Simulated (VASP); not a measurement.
# Sn in VASP: further runs, part 2 of 2

VASP 6.6.1. The steps go on from the part before.

## 3. Single point, LDA

Contents of INCAR:

```
PREC = Accurate ; ENCUT = 520
EDIFF = 1E-6 ; ISMEAR = 0
SIGMA = 0.1 ; LREAL = False
LASPH = True ; NELM = 60
ALGO = Fast ; ISIF = 2
LWAVE = False ; LCHARG = False
LDIPOL = True ; IDIPOL = 3
DIPOL = 0.5 0.5 0.500 ; GGA = CA
NBANDS = 58
```

Contents of KPOINTS:

```
Automatic mesh
0
Gamma
  12 9 1
```

Contents of POSCAR:

```
Sn
1.0
    3.1228666274      0.0000000000      0.0000000000
   -1.5614333137      4.0931969065      0.0000000000
    0.0000000000      0.0000000000     27.2795907195
Sn
7
Direct
    0.5000000000      0.0000000000      0.2749308110
    0.5000000000      0.5000000000      0.3499538740
    0.0000000000      0.0000000000      0.4249769370
    0.0000000000      0.5000000000      0.5000000000
    0.5000000000      0.0000000000      0.5750230630
    0.5000000000      0.5000000000      0.6500461260
    0.0000000000      0.0000000000      0.7250691890
```

Potentials or basis: VASP PAW LDA potentials, release 64 (Sn_d).

Run with:

```
> cat potpaw_LDA.64/Sn_d/POTCAR > POTCAR
> mpirun -np 1 vasp_std > vasp.out
```

OUTCAR:

```text
PREC = Accurate
   ENCUT = 520
   EDIFF = 1E-6
   ISMEAR = 0
   LREAL = False
   LASPH = True
   NELM = 60
   ISIF = 2
   GGA = CA

 ion  position               nearest neighbor table
   1  0.500  0.000  0.275-   2 3.00   2 3.00   2 3.72   2 3.72
   2  0.500  0.500  0.350-   3 3.00   3 3.00   1 3.00   1 3.00   3 3.72   3 3.72   1 3.72   1 3.72

   3  0.000  0.000  0.425-   2 3.00   2 3.00   4 3.00   4 3.00   2 3.72   2 3.72   4 3.72   4 3.72

   4  0.000  0.500  0.500-   3 3.00   5 3.00   3 3.00   5 3.00   5 3.72   5 3.72   3 3.72   3 3.72

   5  0.500  0.000  0.575-   6 3.00   6 3.00   4 3.00   4 3.00   6 3.72   6 3.72   4 3.72   4 3.72

   6  0.500  0.500  0.650-   5 3.00   5 3.00   7 3.00   7 3.00   5 3.72   5 3.72   7 3.72   7 3.72

   7  0.000  0.000  0.725-   6 3.00   6 3.00   6 3.72   6 3.72

  LATTYP: Found a base centered orthorhombic cell.
 ALAT       =     3.1228666274
 B/A-ratio  =     2.6214356198
 C/A-ratio  =     8.7354325286

  Lattice vectors:

 A1 = (   1.5614333137,  -4.0931969065,   0.0000000000)
 A2 = (   1.5614333137,   4.0931969065,   0.0000000000)
 A3 = (   0.0000000000,   0.0000000000,  27.2795907195)

Analysis of symmetry for initial positions (statically):
=====================================================================
 Subroutine PRICEL returns:
 Original cell was already a primitive cell.

 Routine SETGRP: Setting up the symmetry group for a
 base centered orthorhombic supercell.

 Subroutine GETGRP returns: Found  4 space group operations
 (whereof  2 operations were pure point group operations)
 out of a pool of  8 trial point group operations.

The static configuration has the point symmetry C_2 .
 The point group associated with its full space group is D_2 .

Analysis of symmetry for dynamics (positions and initial velocities):
=====================================================================
 Subroutine PRICEL returns:
 Original cell was already a primitive cell.

 Routine SETGRP: Setting up the symmetry group for a
 base centered orthorhombic supercell.

 Subroutine GETGRP returns: Found  4 space group operations
 (whereof  2 operations were pure point group operations)
 out of a pool of  8 trial point group operations.

The dynamic configuration has the point symmetry C_2 .
 The point group associated with its full space group is D_2 .

 Subroutine INISYM returns: Found  4 space group operations
 (whereof  2 operations are pure point group operations),
 and found     1 'primitive' translations

----------------------------------------------------------------------------------------

                                     Primitive cell

  volume of cell :     348.7016

  direct lattice vectors                    reciprocal lattice vectors
     3.122866627  0.000000000  0.000000000     0.320218607  0.122153908  0.000000000
    -1.561433314  4.093196907  0.000000000     0.000000000  0.244307817  0.000000000
     0.000000000  0.000000000 27.279590719     0.000000000  0.000000000  0.036657441

  length of vectors
     3.122866627  4.380905718 27.279590719     0.342726616  0.244307817  0.036657441

  position of ions in fractional coordinates (direct lattice)
     0.500000000  0.000000000  0.274930811
[... 91 lines left out ...]
 [... further k-points ...]
   k-points           NKPTS =     51   k-points in BZ     NKDIM =     51   number of bands    NBANDS=     58
   number of dos      NEDOS =    301   number of ions     NIONS =      7
   total plane-waves  NPLWV = 181440
   dimension x,y,z NGX =    24 NGY =   36 NGZ =  210
   dimension x,y,z NGXF=    48 NGYF=   72 NGZF=  420
   ions per type =               7
   NGX,Y,Z   is equivalent  to a cutoff of  12.78, 13.66, 12.80 a.u.
   NGXF,Y,Z  is equivalent  to a cutoff of  25.55, 27.32, 25.60 a.u.
 SYSTEM =  unknown system
   PREC   = accura    normal or accurate (medium, high low for compatibility)
   ISTART =      0    job   : 0-new  1-cont  2-samecut
   ICHARG =      2    charge: 1-file 2-atom 10-const
   ISPIN  =      1    spin polarized calculation?
   LNONCOLLINEAR =      F non collinear calculations
   LSORBIT =      F    spin-orbit coupling
   LASPH  =      T    aspherical Exc in radial PAW
   ENCUT  =  520.0 eV  38.22 Ry    6.18 a.u.   5.81  8.15 50.72*2*pi/ulx,y,z
   NELM   =     60;   NELMIN=  2; NELMDL= -5     # of ELM steps
   EDIFF  = 0.1E-05   stopping-criterion for ELM
   LREAL  =      F    real-space projection
   EDIFFG = 0.1E-04   stopping-criterion for IOM
   NSW    =      0    number of steps for IOM
   IBRION =     -1    ionic relax: 0-MD 1-quasi-New 2-CG
   NFREE  =      0    steps in history (QN), initial steepest desc. (CG)
   ISIF   =      2    stress and relaxation
   ISYM   =      2    0-nonsym 1-usesym 2-fastsym
   POTIM  = 0.5000    time-step for ionic-motion
   TEBEG  =    0.0;   TEEND  =   0.0 temperature during run
   PSTRESS=    0.0 pullay stress
   NELECT =      98.0000    total number of electrons
   NUPDOWN=      -1.0000    fix difference up-down
   EMIN   =  10.00;   EMAX   =-10.00  energy-range for DOS
   EFERMI =   0.00;   METHOD = LEGACY
   ISMEAR =     0;   SIGMA  =   0.10  broadening in eV -4-tet -1-fermi 0-gaus
   EFERMI_NEDOS =   21; number of points for ismear=-14 and -15
   IALGO  =     68    algorithm
   IMIX   =      4    mixing-type and parameters
     AMIX     =   0.40;   BMIX     =  1.00
     AMIX_MAG =   1.60;   BMIX_MAG =  1.00
  volume/ion in A,a.u.               =      49.81       336.16
  Fermi-wavevector in a.u.,A,eV,Ry     =   1.072339  2.026427 15.645496  1.149912
  Thomas-Fermi vector in A             =   2.208106
   LORBIT       =      0    0 simple, 1 ext, 2 COOP (PROOUT), +10 PAW based schemes
   GGA     = CA    functional components
   LHFCALC =     F    Hartree Fock is set to
   AEXX    =    0.0000 exact exchange contribution
   IVDW    =     0    specifies the selected vdW correction
   LEPSILON=     F    determine dielectric tensor
   LRPA    =     F    only Hartree local field effects (RPA)
 non-spin polarized calculation
 RMM-DIIS sequential band-by-band and
 Gauss-broadening in eV      SIGMA  =   0.10
  energy-cutoff  :      520.00
  volume of cell :      348.70
 maximum number of plane-waves:      9434
   NGX = 11   NGY = 17   NGZ =101

 number of electron      98.0000014 magnetization

 dipolmoment           0.000000      0.000000      0.000000 electrons x Angstroem

 Free energy of the ion-electron system (eV)
  ---------------------------------------------------
  ext. energy  EPLUGINS =         0.00000000
  ---------------------------------------------------
  free energy    TOTEN  =       -30.31045055 eV

  energy without entropy =      -30.29606999  energy(sigma->0) =      -30.30326027

 E-fermi :   2.1938     XC(G=0):  -6.3031

 val. band max:        2.1912939876   @ k =   0.2500   0.1111   0.0000
 cond. band min:       2.1975197709   @ k =  -0.2500   0.1111   0.0000
 fundamental gap:      0.0062257833
 Fermi energy:         2.1938277370

 k-point     1 :       0.0000    0.0000    0.0000
  band No.  band energies     occupation
      1     -19.3679      2.00000
      2     -19.3288      2.00000
      3     -19.3235      2.00000
      4     -19.3033      2.00000
      5     -19.2745      2.00000
      6     -19.2724      2.00000
[... 1453 lines left out ...]
     57       4.9406      0.00000
     58       6.3425      0.00000

 [... further k-points ...]

------------------------ aborting loop because EDIFF is reached ----------------------------------------

 vacuum level on the upper side and lower side of the slab       (xc-potential included)        -0.137        -0.137

  FORCE on cell =-STRESS in cart. coord.  units (eV):
  Direction    XX          YY          ZZ          XY          YZ          ZX
  --------------------------------------------------------------------------------------
  -------------------------------------------------------------------------------------
  Total       -1.3065029     -2.3753436     -1.1047439      0.0000000      0.0000000      0.0000000
  in kB       -6.0029821    -10.9139787     -5.0759610      0.0000000      0.0000000      0.0000000
  external PRESSURE =      -7.3309739 kB  Pullay stress =       0.0000000 kB

 VOLUME and BASIS-vectors are now :
 -----------------------------------------------------------------------------
  energy-cutoff  :      520.00
  volume of cell :      348.70
      direct lattice vectors                 reciprocal lattice vectors
     3.122866627  0.000000000  0.000000000     0.320218607  0.122153908  0.000000000
    -1.561433314  4.093196907  0.000000000     0.000000000  0.244307817  0.000000000
     0.000000000  0.000000000 27.279590719     0.000000000  0.000000000  0.036657441

 POSITION                                       TOTAL-FORCE (eV/Angst)
 -----------------------------------------------------------------------------------
      1.56143      0.00000      7.50000         0.000000      0.000000      0.271193
      0.78072      2.04660      9.54660         0.000000      0.000000     -0.366913
      0.00000      0.00000     11.59320         0.000000      0.000000      0.170077
     -0.78072      2.04660     13.63980        -0.000000      0.000000      0.000000
      1.56143      0.00000     15.68639        -0.000000      0.000000     -0.170077
      0.78072      2.04660     17.73299        -0.000000      0.000000      0.366913
      0.00000      0.00000     19.77959         0.000000      0.000000     -0.271193
 -----------------------------------------------------------------------------------
    total drift:                                0.000000      0.000000      0.000002

  FREE ENERGIE OF THE ION-ELECTRON SYSTEM (eV)
  ---------------------------------------------------
  free  energy   TOTEN  =       -30.3104505483 eV

  energy  without entropy=      -30.2960699877  energy(sigma->0) =      -30.30326027

 vacuum level on the upper side and lower side of the slab         6.519         6.519
```

Wall time 51 min (1 thread of Oxide Virtual Turin-like, shared host); peak memory 0.75 GiB.

Results:

```
Free energy            : -30.3105 eV
Largest force          : 0.367 eV/Å
Band gap on the k mesh : zero (bands 49 and 50 overlap by 2.15 eV)
```

Forces on the atoms (eV/Å):
```
Sn   0.000  0.000  0.271
Sn   0.000  0.000 -0.367
Sn   0.000  0.000  0.170
Sn   0.000  0.000  0.000
Sn   0.000  0.000 -0.170
Sn   0.000  0.000  0.367
Sn   0.000  0.000 -0.271
```

Levels at points of the mesh, in eV from the Fermi level:
| k point | band 46 | band 47 | band 48 | band 49 | band 50 | band 51 |
| --- | --- | --- | --- | --- | --- | --- |
| (0.00, 0.00, 0.00) | -0.91 | -0.38 | 0.03 | 0.82 | 1.01 | 2.16 |
| (0.50, 0.00, 0.00) | -1.95 | -1.75 | -1.73 | -1.61 | -0.64 | -0.40 |

Caveat: spin-orbit coupling is left out, which moves the levels of the heavy elements.
